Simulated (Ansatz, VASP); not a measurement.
## Rh in VASP and in Ansatz

Contents of INCAR:

```
PREC     = Accurate       # precision mode
ENCUT    = 520            # plane-wave cutoff, eV
EDIFF    = 1E-6           # SCF threshold, eV
ISMEAR   = 0              # smearing method
SIGMA    = 0.15           # smearing width, eV
LREAL    = F              # projectors in reciprocal space
LASPH    = T              # aspherical terms in the spheres
NELM     = 60             # most SCF steps
ALGO     = Fast           # electronic algorithm
ISIF     = 2              # what is computed and relaxed
LWAVE    = F              # write WAVECAR
LCHARG   = T              # write CHGCAR
GGA      = PE             # functional
LELF     = T              # ELF
LVHAR    = T            
NBANDS   = 14             # bands
```

KPOINTS

```
regular mesh
0
Gamma
  26 26 26
```

Contents of POSCAR:

```
Rh
1.0
    0.0000000000      1.9149654119      1.8192171413
    1.9149654119      0.0000000000      1.8192171413
    1.9149654119      1.9149654119      0.0000000000
Rh
1
Direct
    0.0000000000      0.0000000000      0.0000000000
```

Input for Ansatz:

```yaml
crystal:
  lattice:
    - [0.0, 1.9149654119, 1.8192171413]
    - [1.9149654119, 0.0, 1.8192171413]
    - [1.9149654119, 1.9149654119, 0.0]
  atoms:
    - { symbol: Rh, position: [0.0, 0.0, 0.0] }
basis:
  ecutwfc: 420
kpoints:
  mp_grid: { grid: [26, 26, 26] }
hamiltonian:
  xc: pbe
scf:
  occupations: { method: gaussian, width: 0.15 }
output:
  forces: true
  stress: true
  eigenvalues: true
```

Change from the starting cell: strain +0.000 along x and y, -0.050 along z, atoms carried along.

Alike in both runs: task single point; functional PBE; k mesh 26 × 26 × 26; occupations gaussian, width 0.15 eV; no spin polarisation.

```csv
,VASP,Ansatz
version,VASP 6.6.1,Ansatz 0.2.0
potentials or method,"VASP PAW PBE potentials, release 64 (Rh_pv), cutoff 520 eV","scalar-relativistic, plane waves, PAW"
valence electrons in the cell,15,17
```

VASP gave:

* gap on the k mesh at the Fermi level (eV): none
* pressure (GPa): 15.5
* traceless stress, the component that is largest in VASP (GPa): 8.57

**Question.** Which values does Ansatz return?

**Answer.** gap on the k mesh at the Fermi level (eV): none; pressure (GPa): 15.6; traceless stress, the component that is largest in VASP (GPa): 8.59.

A gap of «none» marks a metal or a gap that the smearing closes. With one functional, cell and mesh, what is left measures potentials, basis and numerics. VASP's potentials hold 15 valence electrons a cell and Ansatz's 17, so a difference there can come from the potentials and not from the codes.
